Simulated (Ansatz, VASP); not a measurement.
## One calculation of SiB6, two programs

```
Si B
1.0
     5.50696    0.00000    0.00000
     0.00000    3.38314    1.66891
     0.00000   -3.38314    1.66891
Si B
1 6
Direct
  0.50000 0.29382 0.29382
  0.78600 0.58241 0.58241
  0.21400 0.58241 0.58241
  0.50000 0.70987 0.29880
  0.50000 0.29880 0.70987
  0.00000 0.34449 0.68341
  0.00000 0.68341 0.34449
```

Alike in both runs: task single point; functional PBE; k mesh 4 × 6 × 6; occupations gaussian, width 0.1 eV; no spin polarisation.

|  | VASP | Ansatz |
| --- | --- | --- |
| version | VASP 6.6.1 | Ansatz 0.2.0 |
| potentials or method | VASP PAW PBE potentials, release 64 (Si, B), cutoff 520 eV | scalar-relativistic, plane waves, PAW |
| valence electrons in the cell | 22 | 22 |

|  | VASP | Ansatz | Ansatz less VASP |
| --- | --- | --- | --- |
| gap on the k mesh at the Fermi level (eV) | none | none | - |
| rms of the force components (eV/Å) | 5.244 | 5.235 | -0.0085 |

Atom by atom the forces differ by 0.011 eV/Å (rms over components). A gap of «none» marks a metal or a gap that the smearing closes.
